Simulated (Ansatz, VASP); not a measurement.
# ZnSe in VASP and in Ansatz

```
Zn Se
1.0
     3.93703    0.00000    0.00000
     0.00000    5.56780    0.00000
     0.00000    0.00000   19.93700
Zn Se
3 3
Direct
  0.25000 0.12500 0.40126
  0.75000 0.62500 0.50000
  0.25000 0.12500 0.59874
  0.75000 0.87500 0.40126
  0.25000 0.37500 0.50000
  0.75000 0.87500 0.59874
```

Alike in both runs: task single point; functional LDA; k mesh 7 × 5 × 1; occupations fermi-dirac, width 0.02 eV; no spin polarisation.

|  | VASP | Ansatz |
| --- | --- | --- |
| version | VASP 6.6.1 | Ansatz 0.2.0 |
| potentials or method | VASP PAW LDA potentials, release 64 (Zn, Se) | PAW with Ansatz's default frozen-core files, scalar-relativistic |
| plane-wave cutoff (eV) | 520 | 420 |
| valence electrons in the cell | 54 | 84 |

|  | VASP | Ansatz | Ansatz less VASP |
| --- | --- | --- | --- |
| gap on the k mesh at the Fermi level (eV) | 0.90 | 0.90 | -0.001 |
| rms of the force components (eV/Å) | 0.691 | 0.692 | +0.0014 |

LDA's correlation is that of Perdew and Zunger in VASP and of Perdew and Wang (1992) in Ansatz. VASP's potentials hold 54 valence electrons a cell and Ansatz's 84, so a difference there can come from the potentials and not from the codes.
